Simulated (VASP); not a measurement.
The system is Cu.

```
Cu
1.0
     2.53076    0.00000    0.00000
    -1.26538    2.19171    0.00000
     0.00000    0.00000    8.26182
Cu
4
Cartesian
  0.0000 0.0000 0.0000
  0.0000 0.0000 4.1309
  0.0000 1.4611 2.0655
  1.2654 0.7306 6.1964
```

This isn't the form of Cu at room conditions, which is fcc.

```yaml
Program: VASP 6.6.1
Task: relaxation of cell and atoms
Functional: LDA
Potentials_or_basis: VASP PAW LDA potentials, release 64 (Cu_sv_GW)
Cutoff: 700 eV
k_mesh: 11 × 11 × 3
Occupations: methfessel-paxton, width 0.1 eV
Spin: no spin polarisation
```

At the start: pressure -13.3 GPa; volume 11.46 Å³/atom.

How do energy, volume and symmetry change on relaxing?

Over 6 steps the energy falls by 35.3 meV/atom and the volume is 10.66 Å³/atom (-6.9 %); space group P6_3/mmc (No. 194, to 0.1 Å) before and after.

The path:
```tsv
step	energy change (eV)	largest force (eV/Å)	pressure (GPa)	volume (Å³)
1	0.0000	0.0000	-13.30	45.83
2	0.0124	0.0000	18.27	39.80
3	-0.1407	0.0000	-0.21	42.71
4	-0.1408	0.0000	0.08	42.65
5	-0.1410	0.0000	0.09	42.65
6	-0.1410	0.0000	0.11	42.66
```

Final structure:
```xyz
4
Lattice="2.4658 0.0000 0.0000 -1.2329 2.1355 0.0000 0.0000 0.0000 8.1007" Properties=species:S:1:pos:R:3 pbc="T T T"
Cu    2.4658    0.0000    0.0000
Cu    2.4658    0.0000    4.0504
Cu    0.0000    1.4236    2.0252
Cu    1.2329    0.7118    6.0755
```
